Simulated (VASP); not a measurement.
Here is a VASP 6.6.1 calculation.

Contents of INCAR:

```
SYSTEM = Pb
PREC = Accurate
ENCUT = 520
EDIFF = 1E-6
ISMEAR = -1
SIGMA = 0.05
LREAL = .FALSE.
LASPH = .TRUE.
NELM = 60
ALGO = Fast
ISIF = 2
LWAVE = .FALSE.
LCHARG = .FALSE.
GGA = PS
NBANDS = 36
```

The input KPOINTS:

```
Automatic mesh
0
G
  9 9 3
  0 0 0
```

POSCAR

```
Pb
1.0
    3.5243661423      0.0000000000      0.0000000000
   -1.7621830712      3.0521906115      0.0000000000
    0.0000000000      0.0000000000     11.4952418100
Pb
4
Direct
    0.6791310000      0.3412890000      0.7510270000
   -0.0156330000     -0.0036350000      0.5037530000
    0.3412300000      0.6808540000      0.2538540000
    0.0024170000      0.0016330000      0.0014650000
```

Potentials or basis: VASP PAW PBE potentials, release 64 (Pb_d).

Launch:

```sh
$ cat potpaw_PBE.64/Pb_d/POTCAR > POTCAR
$ mpirun -np 1 vasp_std > vasp.out
```

Question: What does it give for the largest force?

Answer: 0.061 eV/Å.

Question: Estimate the pressure.

Answer: -1.6 GPa.

Question: Estimate the band gap on the k mesh.

Answer: Zero (bands 28 and 29 overlap by 7.53 eV).

Stress tensor (GPa, compression positive):
```
-1.72 -0.02  0.00
-0.02 -1.74  0.01
 0.00  0.01 -1.25
```

Caveat: the cell differs from its parent crystal (atoms moved at random); the PAW data sets were made with another functional, which shifts forces and pressure a little; spin-orbit coupling is left out, which moves the levels of the heavy elements.
